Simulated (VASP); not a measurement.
A run of VASP 6.6.1 is set up as follows.

File INCAR:

```
SYSTEM = Se
ALGO     = Normal         ! electronic algorithm
EDIFF    = 1E-7           ! SCF threshold, eV
ENCUT    = 520            ! plane-wave cutoff, eV
ISIF     = 2              ! what is computed and relaxed
ISMEAR   = -1             ! smearing method
LASPH    = .TRUE.         ! aspherical terms in the spheres
LCHARG   = .FALSE.        ! write CHGCAR
LREAL    = .FALSE.        ! projectors in reciprocal space
LWAVE    = .FALSE.        ! write WAVECAR
NBANDS   = 9              ! bands
NELM     = 80             ! most SCF steps
PREC     = Accurate       ! precision mode
SIGMA    = 0.05           ! smearing width, eV
```

File KPOINTS:

```
k-points
0
G
  19 19 19
  0 0 0
```

File POSCAR:

```
Se
1.0
    2.6913170191      0.3505808257      0.5489737654
   -0.4620051884      2.6744430109      0.5489737654
   -0.4620051884     -0.6269094742      2.6572546218
Se
1
Direct
    0.0000000000      0.0000000000      0.0000000000
```

Potentials or basis: VASP PAW LDA potentials, release 64 (Se).

Command:

```console
$ cat potpaw_LDA.64/Se/POTCAR > POTCAR
$ mpirun -np 1 vasp_std > vasp.out
```

Problem. Predict the band gap on the k mesh.

Solution. Zero (band 3 reaches 8.54 eV, above the bottom of band 4 at 2.00 eV).

Problem. Estimate the pressure.

Solution. 0.2 GPa.
